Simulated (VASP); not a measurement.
Runs of VASP 6.6.1 on SiW (zincblende type). The structure is that of space group F-43m (No. 216), or close to it. The cells are those of the table. 

```tsv
cell	gap on the mesh (eV)	pressure (GPa)
a = 2.909 Å, angles 60.0°, 2 atoms	none	542.1
a = 3.506 Å, angles 60.0°, 2 atoms	none	78.5
a = 3.949 Å, angles 60.0°, 2 atoms	none	0.0
a = 3.666 Å, angles 60.0°, 2 atoms	none	38.2
a = 3.812 Å, angles 60.0°, 2 atoms	none	(b)
a = 3.134 Å, angles 60.0°, 2 atoms	none	(a)
```

Alike in all rows: task single point; level PBE; potentials or basis VASP PAW PBE potentials, release 64 (W_sv, Si); no spin polarisation; k mesh 11 × 11 × 11; cutoff (eV) 520; smearing fermi-dirac 0.08 eV.

Fill in the values left out.

(a) 276.3; (b) 14.4.

Caveats: spin-orbit coupling is left out, which moves the levels of the heavy elements.

A k mesh can miss the band edges, and the runs leave out spin-orbit coupling on W.

A gap of «none» marks levels without a gap at the run's occupations.
